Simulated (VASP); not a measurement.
Write the native input for VASP 6.6.1 that does the following.

```yaml
Task: single point
Functional: PBE
Potentials_or_basis: VASP PAW PBE potentials, release 64 (Ga_d, Se, S)
Cutoff: 520 eV
k_mesh: 4 × 4 × 2
Occupations: gaussian, width 0.1 eV
Spin: no spin polarisation
Dipole_correction: no
Further_INCAR_settings: ALGO = Normal; EDIFF = 1e-06; NBANDS = 34
```

The structure of Ga2SeS3 lies in POSCAR:

```
Ga2SeS3
1.0
    4.1963222400      0.0000000000      0.0000000000
    0.0000000000      4.1963222400      0.0000000000
    0.0000000000      0.0000000000      8.9473436800
Ga Se S
2 1 3
Direct
    0.5000000000      0.5000000000      0.7493738100
    0.5000000000      0.5000000000      0.2506261900
    0.5000000000      0.5000000000      0.0000000000
    0.5000000000      0.0000000000      0.5000000000
    0.0000000000      0.5000000000      0.5000000000
    0.0000000000      0.0000000000      0.5000000000
```

One way to write it, as run:

INCAR

```
PREC = Accurate
ENCUT = 520
EDIFF = 1E-6
ISMEAR = 0
SIGMA = 0.1
LREAL = F
LASPH = T
NELM = 80
ALGO = Normal
ISIF = 2
LWAVE = F
LCHARG = F
GGA = PE
NBANDS = 34
```

KPOINTS

```
regular mesh
0
Gamma
  4 4 2
```

Potentials or basis: VASP PAW PBE potentials, release 64 (Ga_d, Se, S).

Command:

```bash
$ cat potpaw_PBE.64/Ga_d/POTCAR potpaw_PBE.64/Se/POTCAR potpaw_PBE.64/S/POTCAR > POTCAR
$ mpirun -np 1 vasp_std > vasp.out
```

Results of the run:

```json
{
  "Pressure": "9.8 GPa",
  "Largest force": "2.812 eV/Å",
  "Band gap on the k mesh": "zero (band 25 reaches 2.71 eV, above the bottom of band 26 at 2.45 eV)"
}
```

Caveat: the k points lie up to 0.37 Å⁻¹ apart; forces of over 1 eV/Å act on the atoms, so gaps and moduli don't describe the material at rest.

Wall time 39 s on 1 thread of Intel(R) Xeon(R) Platinum 8488C (Sapphire Rapids), with other jobs on the host, peak memory 0.27 GiB.
